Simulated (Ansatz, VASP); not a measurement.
BaZrO3 in VASP and in Ansatz

```
CELL_PARAMETERS angstrom
4.20535 0.00000 0.00000
0.00000 4.20535 0.00000
0.00000 0.00000 4.20535
ATOMIC_POSITIONS crystal
Ba 0.00000 0.00000 0.00000
Zr 0.50000 0.50000 0.50000
O 0.00000 0.50000 0.50000
O 0.50000 0.00000 0.50000
O 0.50000 0.50000 0.00000
```

Alike in both runs: functional r2SCAN; k mesh 6 × 6 × 6; occupations gaussian, width 0.02 eV; no spin polarisation.

Ansatz relaxed the structure, and its values are those at the end. VASP's run is a single point on that final structure, the one shown.

|  | VASP | Ansatz |
| --- | --- | --- |
| version | VASP 6.6.1 | Ansatz 0.2.0 |
| potentials or method | VASP PAW PBE potentials, release 64 (Ba_sv, Zr_sv, O), cutoff 520 eV | scalar-relativistic, plane waves, PAW |
| valence electrons in the cell | 40 | 40 |

Ansatz gave:

```
gap on the k mesh at the Fermi level (eV) : 3.73
least direct gap on the mesh (eV)         : 3.96
pressure (GPa)                            : 0.0
```

Problem. What did VASP give for the same quantities?

Solution. gap on the k mesh at the Fermi level (eV): 3.68; least direct gap on the mesh (eV): 3.93; pressure (GPa): 1.0.

VASP's potentials were made for PBE, not for r2SCAN. With one functional, cell and mesh, what is left measures potentials, basis and numerics.

Neither program's run includes spin-orbit coupling.
